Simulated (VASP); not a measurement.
# Ti12H (a cell with a defect) in VASP: single point with PBE+D3(BJ)

Aim: the single point of Ti12H (a cell with a defect) with PBE+D3(BJ).

Everything below comes from runs of VASP 6.6.1. Logs are shortened: lines on timing, memory, paths and dates and some standing lists are left out, and cuts for length are marked.

**1. The cell of the first run**

The cell holds a defect, 13 atoms: a = 5.900 Å, b = 8.850 Å, c = 4.685 Å, α = 90.00°, β = 90.00°, γ = 120.00°.

**2. Single point, PBE+D3(BJ)**

File INCAR:

```
ALGO     = Normal         # electronic algorithm
EDIFF    = 1E-7           # SCF threshold, eV
ENCUT    = 520            # plane-wave cutoff, eV
GGA      = PE             # functional
ISIF     = 2              # what is computed and relaxed
ISMEAR   = -1             # smearing method
IVDW     = 12             # dispersion correction
LASPH    = T              # aspherical terms in the spheres
LCHARG   = F              # write CHGCAR
LREAL    = F              # projectors in reciprocal space
LWAVE    = F              # write WAVECAR
NBANDS   = 84             # bands
NELM     = 80             # most SCF steps
PREC     = Accurate       # precision mode
SIGMA    = 0.05           # smearing width, eV
```

File KPOINTS:

```
k-points
0
Gamma
  2 2 2
```

File POSCAR:

```
Ti12H
1.0
    5.9000000000      0.0000000000      0.0000000000
   -4.4250000000      7.6643250000      0.0000000000
    0.0000000000      0.0000000000      4.6846000000
Ti H
12 1
Direct
    0.0032178056      0.0011415418      0.0011948338
    0.1650867929      0.2238214393      0.4967835363
   -0.0003478196      0.3312954486      0.0003742027
    0.1630940201      0.5532031214      0.5008520639
   -0.0066788530      0.6626213568      0.0010008309
    0.1637030568      0.8937261159      0.4994601513
    0.5056358165      0.0035034095     -0.0033510816
    0.6697735828      0.2262701438      0.4968827861
    0.5037325086      0.3333330894     -0.0000794843
    0.6665693973      0.5564920133      0.4973766014
    0.5060653506      0.6632914503     -0.0002233831
    0.6732279777      0.8941057343      0.4989111047
    0.3374193637      0.7805392354      0.7476268379
```

Potentials or basis: VASP PAW PBE potentials, release 64 (Ti_sv, H).

Run with:

```
$ cat potpaw_PBE.64/Ti_sv/POTCAR potpaw_PBE.64/H/POTCAR > POTCAR
$ mpirun -np 1 vasp_std > vasp.out
```

OUTCAR:

```text
EDIFF = 1E-7
   ENCUT = 520
   GGA = PE
   ISIF = 2
   ISMEAR = -1
   IVDW = 12
   LASPH = T
   LREAL = F
   NELM = 80
   PREC = Accurate
 IVDW          = 12

 ion  position               nearest neighbor table
   1  0.003  0.001  0.001-   6 2.85   6 2.87  12 2.88   2 2.88  12 2.89   2 2.92
   2  0.165  0.224  0.497-   3 2.86   1 2.88   3 2.89   9 2.90  12 2.91   1 2.92   6 2.92
   3  1.000  0.331  0.000-   2 2.86   8 2.87   2 2.89   4 2.89   4 2.90   8 2.90   7 2.91
   4  0.163  0.553  0.501-   3 2.89   3 2.90   5 2.90   5 2.90   8 2.90
   5  0.993  0.663  0.001-  10 2.86  11 2.88  10 2.89   4 2.90   4 2.90   9 2.90
   6  0.164  0.894  0.499-   1 2.85   1 2.87  12 2.90   7 2.91   2 2.92
   7  0.506  0.004  0.997-  12 2.88   8 2.90   8 2.90  12 2.90   3 2.91   6 2.91
   8  0.670  0.226  0.497-   9 2.86   3 2.87   9 2.89   7 2.90   3 2.90   7 2.90   4 2.90
   9  0.504  0.333  1.000-   8 2.86   8 2.89  10 2.89   2 2.90   5 2.90  10 2.91  11 2.91
  10  0.667  0.556  0.497-  11 2.85   5 2.86  11 2.87   5 2.89   9 2.89   9 2.91
  11  0.506  0.663  1.000-  10 2.85  10 2.87   5 2.88   9 2.91
  12  0.673  0.894  0.499-   1 2.88   7 2.88   1 2.89   6 2.90   7 2.90   2 2.91
  13  0.337  0.781  0.748-

  LATTYP: Found a simple monoclinic cell.
 ALAT       =     5.9000000000
 B/A-ratio  =     0.7940000000
 C/A-ratio  =     1.3228756849
 COS(beta)  =    -0.1889822323

  Lattice vectors:

 A1 = (   5.9000000000,   0.0000000000,   0.0000000000)
 A2 = (   0.0000000000,   0.0000000000,   4.6846000000)
 A3 = (  -1.4750000000,  -7.6643250000,   0.0000000000)

Analysis of symmetry for initial positions (statically):
=====================================================================
 Subroutine PRICEL returns:
 Original cell was already a primitive cell.

 Routine SETGRP: Setting up the symmetry group for a
 simple monoclinic supercell.

 Subroutine GETGRP returns: Found  1 space group operations
 (whereof  1 operations were pure point group operations)
 out of a pool of  4 trial point group operations.

The static configuration has the point symmetry C_1 .

Analysis of symmetry for dynamics (positions and initial velocities):
=====================================================================
 Subroutine PRICEL returns:
 Original cell was already a primitive cell.

 Routine SETGRP: Setting up the symmetry group for a
 simple monoclinic supercell.

 Subroutine GETGRP returns: Found  1 space group operations
 (whereof  1 operations were pure point group operations)
 out of a pool of  4 trial point group operations.

The dynamic configuration has the point symmetry C_1 .

 Subroutine INISYM returns: Found  1 space group operations
 (whereof  1 operations are pure point group operations),
 and found     1 'primitive' translations

----------------------------------------------------------------------------------------

                                     Primitive cell

  volume of cell :     211.8354

  direct lattice vectors                    reciprocal lattice vectors
     5.900000000  0.000000000  0.000000000     0.169491525  0.097855976  0.000000000
    -4.425000000  7.664325000  0.000000000     0.000000000  0.130474634  0.000000000
     0.000000000  0.000000000  4.684600000     0.000000000  0.000000000  0.213465397

  length of vectors
     5.900000000  8.850000153  4.684600000     0.195711955  0.130474634  0.213465397

  position of ions in fractional coordinates (direct lattice)
     0.003217806  0.001141542  0.001194834
     0.165086793  0.223821439  0.496783536
     0.999652180  0.331295449  0.000374203
     0.163094020  0.553203121  0.500852064
     0.993321147  0.662621357  0.001000831
     0.163703057  0.893726116  0.499460151
     0.505635817  0.003503409  0.996648918
     0.669773583  0.226270144  0.496882786
     0.503732509  0.333333089  0.999920516
     0.666569397  0.556492013  0.497376601
     0.506065351  0.663291450  0.999776617
     0.673227978  0.894105734  0.498911105
     0.337419364  0.780539235  0.747626838

  ion indices of the primitive-cell ions
   primitive index   ion index
                 1           1
                 2           2
                 3           3
                 4           4
                 5           5
                 6           6
                 7           7
                 8           8
                 9           9
                10          10
                11          11
                12          12
                13          13

----------------------------------------------------------------------------------------

 KPOINTS: k-points

Automatic generation of k-mesh.
 Grid dimensions read from file:
 generate k-points for:    2    2    2

 Generating k-lattice:

  Cartesian coordinates                     Fractional coordinates (reciprocal lattice)
     0.084745763  0.048927988  0.000000000     0.500000000  0.000000000  0.000000000
     0.000000000  0.065237317  0.000000000     0.000000000  0.500000000  0.000000000
     0.000000000  0.000000000  0.106732699     0.000000000  0.000000000  0.500000000

  Length of vectors
     0.097855977  0.065237317  0.106732699

  Shift w.r.t. Gamma in fractional coordinates (k-lattice)
     0.000000000  0.000000000  0.000000000

 Subroutine IBZKPT returns following result:
 ===========================================

 Found      8 irreducible k-points:

 Following reciprocal coordinates:
            Coordinates               Weight
  0.000000  0.000000  0.000000      1.000000
  0.500000  0.000000  0.000000      1.000000
  0.000000  0.500000  0.000000      1.000000
  0.500000  0.500000  0.000000      1.000000
  0.000000  0.000000  0.500000      1.000000
  0.500000  0.000000  0.500000      1.000000
  0.000000  0.500000  0.500000      1.000000
  0.500000  0.500000  0.500000      1.000000
   k-points           NKPTS =      8   k-points in BZ     NKDIM =      8   number of bands    NBANDS=     84
   number of dos      NEDOS =    301   number of ions     NIONS =     13
   total plane-waves  NPLWV = 120960
   dimension x,y,z NGX =    48 NGY =   70 NGZ =   36
   dimension x,y,z NGXF=    96 NGYF=  140 NGZF=   72
   ions per type =              12   1
   NGX,Y,Z   is equivalent  to a cutoff of  13.53, 13.15, 12.78 a.u.
   NGXF,Y,Z  is equivalent  to a cutoff of  27.05, 26.30, 25.55 a.u.
 SYSTEM =  unknown system
   PREC   = accura    normal or accurate (medium, high low for compatibility)
   ISTART =      0    job   : 0-new  1-cont  2-samecut
   ICHARG =      2    charge: 1-file 2-atom 10-const
   ISPIN  =      1    spin polarized calculation?
   LNONCOLLINEAR =      F non collinear calculations
   LSORBIT =      F    spin-orbit coupling
   LASPH  =      T    aspherical Exc in radial PAW
   ENCUT  =  520.0 eV  38.22 Ry    6.18 a.u.  10.97 16.46  8.71*2*pi/ulx,y,z
   NELM   =     80;   NELMIN=  2; NELMDL= -5     # of ELM steps
   EDIFF  = 0.1E-06   stopping-criterion for ELM
   LREAL  =      F    real-space projection
   EDIFFG = 0.1E-05   stopping-criterion for IOM
   NSW    =      0    number of steps for IOM
   IBRION =     -1    ionic relax: 0-MD 1-quasi-New 2-CG
   NFREE  =      0    steps in history (QN), initial steepest desc. (CG)
   ISIF   =      2    stress and relaxation
   ISYM   =      2    0-nonsym 1-usesym 2-fastsym
   POTIM  = 0.5000    time-step for ionic-motion
   TEBEG  =    0.0;   TEEND  =   0.0 temperature during run
   PSTRESS=    0.0 pullay stress
   NELECT =     145.0000    total number of electrons
   NUPDOWN=      -1.0000    fix difference up-down
   EMIN   =  10.00;   EMAX   =-10.00  energy-range for DOS
   EFERMI =   0.00;   METHOD = LEGACY
   ISMEAR =    -1;   SIGMA  =   0.05  broadening in eV -4-tet -1-fermi 0-gaus
   EFERMI_NEDOS =   21; number of points for ismear=-14 and -15
   IALGO  =     38    algorithm
   IMIX   =      4    mixing-type and parameters
     AMIX     =   0.40;   BMIX     =  1.00
     AMIX_MAG =   1.60;   BMIX_MAG =  1.00
  volume/ion in A,a.u.               =      16.30       109.96
  Fermi-wavevector in a.u.,A,eV,Ry     =   1.442773  2.726446 28.321806  2.081594
  Thomas-Fermi vector in A             =   2.561256
   LORBIT       =      0    0 simple, 1 ext, 2 COOP (PROOUT), +10 PAW based schemes
   GGA     = PE    functional components
   LHFCALC =     F    Hartree Fock is set to
   AEXX    =    0.0000 exact exchange contribution
   IVDW    =    12    specifies the selected vdW correction
   LEPSILON=     F    determine dielectric tensor
   LRPA    =     F    only Hartree local field effects (RPA)
 non-spin polarized calculation
  energy-cutoff  :      520.00
  volume of cell :      211.84
 maximum number of plane-waves:      5724
 NGX is ok and might be reduce to    48
   NGX = 21   NGY = 33   NGZ = 17

 number of electron     144.9999994 magnetization

 Free energy of the ion-electron system (eV)
  ---------------------------------------------------
  ext. energy  EPLUGINS =         0.00000000
  ---------------------------------------------------
  free energy    TOTEN  =       -97.60609395 eV

  energy without entropy =      -97.51107853  energy(sigma->0) =      -97.55858624

 E-fermi :   8.1728     XC(G=0): -11.4730

 val. band max:        8.1530313121   @ k =   0.0000   0.5000   0.5000
 cond. band min:       8.1730006530   @ k =   0.5000   0.5000   0.5000
 fundamental gap:      0.0199693408
 Fermi energy:         8.1728420106

 k-point     1 :       0.0000    0.0000    0.0000
  band No.  band energies     occupation
      1     -48.6187      2.00000
      2     -48.5583      2.00000
      3     -48.5338      2.00000
      4     -48.5231      2.00000
      5     -48.5141      2.00000
      6     -48.5035      2.00000
[... 76 lines left out ...]
     83       9.0771      0.00000
     84       9.1208      0.00000

 k-point     2 :       0.5000    0.0000    0.0000
  band No.  band energies     occupation
      1     -48.5806      2.00000
      2     -48.5732      2.00000
      3     -48.5566      2.00000
      4     -48.5352      2.00000
      5     -48.5062      2.00000
      6     -48.4987      2.00000
[... 511 lines left out ...]
     83       9.3114      0.00000
     84       9.3324      0.00000

 k-point     8 :       0.5000    0.5000    0.5000
  band No.  band energies     occupation
      1     -48.5466      2.00000
      2     -48.5450      2.00000
      3     -48.5398      2.00000
      4     -48.5385      2.00000
      5     -48.5191      2.00000
      6     -48.5169      2.00000
[... 76 lines left out ...]
     83       8.6170      0.00028
     84       8.6411      0.00017

------------------------ aborting loop because EDIFF is reached ----------------------------------------

 Edisp (eV)   -7.28489

 E8    (eV) :    -3.4268

  FORCE on cell =-STRESS in cart. coord.  units (eV):
  Direction    XX          YY          ZZ          XY          YZ          ZX
  --------------------------------------------------------------------------------------
  -------------------------------------------------------------------------------------
  Total     -10.09307    -8.91840    -7.54764    -0.50469     0.19187     0.02821
  in kB     -76.33703   -67.45264   -57.08521    -3.81715     1.45119     0.21333
  external pressure =      -66.96 kB  Pullay stress =        0.00 kB

 VOLUME and BASIS-vectors are now :
 -----------------------------------------------------------------------------
  energy-cutoff  :      520.00
  volume of cell :      211.84
      direct lattice vectors                 reciprocal lattice vectors
     5.900000000  0.000000000  0.000000000     0.169491525  0.097855976  0.000000000
    -4.425000000  7.664325000  0.000000000     0.000000000  0.130474634  0.000000000
     0.000000000  0.000000000  4.684600000     0.000000000  0.000000000  0.213465397

 POSITION                                       TOTAL-FORCE (eV/Angst)
 -----------------------------------------------------------------------------------
      0.01393      0.00875      0.00560        -0.004380     -0.020104      0.009399
     -0.01640      1.71544      2.32723         0.002058      0.020435      0.009803
      4.43197      2.53916      0.00175         0.018454     -0.006320      0.000369
     -1.48567      4.23993      2.34629        -0.007582      0.022064      0.029952
      2.92850      5.07855      0.00469         0.075519      0.001670     -0.029365
     -2.98889      6.84981      2.33977        -0.035998      0.029920     -0.003242
      2.96775      0.02685      4.66890         0.008387      0.016210     -0.003569
      2.95042      1.73421      2.32770        -0.022313     -0.011197     -0.002380
      1.49702      2.55477      4.68423        -0.002099     -0.023770      0.004308
      1.47028      4.26514      2.33001        -0.014246      0.002308      0.000381
      0.05072      5.08368      4.68355        -0.020953     -0.020266     -0.012204
      0.01563      6.85272      2.33720         0.027001      0.031562     -0.024869
     -1.46311      5.98231      3.50233        -0.023851     -0.042512      0.021417
 -----------------------------------------------------------------------------------
    total drift:                                0.000206     -0.000001     -0.000246

  FREE ENERGIE OF THE ION-ELECTRON SYSTEM (eV)
  ---------------------------------------------------
  free  energy   TOTEN  =      -104.8909835272 eV

  energy  without entropy=     -104.7959681104  energy(sigma->0) =     -104.84347582
```

Wall time 7.9 min (1 thread of Intel Xeon Platinum 8259CL at 2.50GHz (Skylake/Cascade Lake), shared host); peak memory 0.39 GiB.

What came out:

| Property | Result |
| --- | --- |
| Free energy | -104.8910 eV |
| Pressure | -6.7 GPa |
| Largest force | 0.081 eV/Å |
| Band gap on the k mesh | zero (an odd number of electrons rules out a gap without spin polarisation) |
| Dispersion energy per atom | -0.560 eV |

Forces in eV/Å, atoms in the order of the input:
```
Ti  -0.004 -0.020  0.009
Ti   0.002  0.020  0.010
Ti   0.018 -0.006  0.000
Ti  -0.008  0.022  0.030
Ti   0.076  0.002 -0.029
Ti  -0.036  0.030 -0.003
Ti   0.008  0.016 -0.004
Ti  -0.022 -0.011 -0.002
Ti  -0.002 -0.024  0.004
Ti  -0.014  0.002  0.000
Ti  -0.021 -0.020 -0.012
Ti   0.027  0.032 -0.025
H   -0.024 -0.043  0.021
```

Caveat: the k points lie up to 0.67 Å⁻¹ apart, too coarse for converged energies and pressures of a metal.
